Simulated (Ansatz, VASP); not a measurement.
# One calculation of Ga2Te2O, two programs

```
Ga Te O
1.0
     4.22872    0.00000    0.00000
    -2.11436    3.66218    0.00000
     0.00000    0.00000    9.57074
Ga Te O
2 2 1
Direct
  0.00000 0.00000 0.18531
  0.00000 0.00000 0.81469
  0.66667 0.33333 0.69218
  0.33333 0.66667 0.30782
  0.00000 0.00000 0.00000
```

Alike in both runs: functional PBE; k mesh 3 × 3 × 2; occupations gaussian, width 0.15 eV; no spin polarisation.

Ansatz relaxed the structure, and its values are those at the end. VASP's run is a single point on that final structure, the one shown.

|  | VASP | Ansatz |
| --- | --- | --- |
| version | VASP 6.6.1 | Ansatz 0.2.0 |
| potentials or method | VASP PAW PBE potentials, release 64 (Ga_d, Te, O), cutoff 520 eV | scalar-relativistic, plane waves, PAW |
| valence electrons in the cell | 44 | 64 |

|  | VASP | Ansatz | Ansatz less VASP |
| --- | --- | --- | --- |
| gap on the k mesh at the Fermi level (eV) | 1.12 | 1.14 | +0.027 |
| least direct gap on the mesh (eV) | 1.12 | 1.14 | +0.027 |
| pressure (GPa) | 0.3 | 0.2 | -0.04 |
| rms of the force components (eV/Å) | 0.014 | 0.006 | -0.0077 |

VASP's potentials hold 44 valence electrons a cell and Ansatz's 64, so a difference there can come from the potentials and not from the codes.

The k mesh is coarse, so the values compare programs but aren't converged. Neither program's run includes spin-orbit coupling.
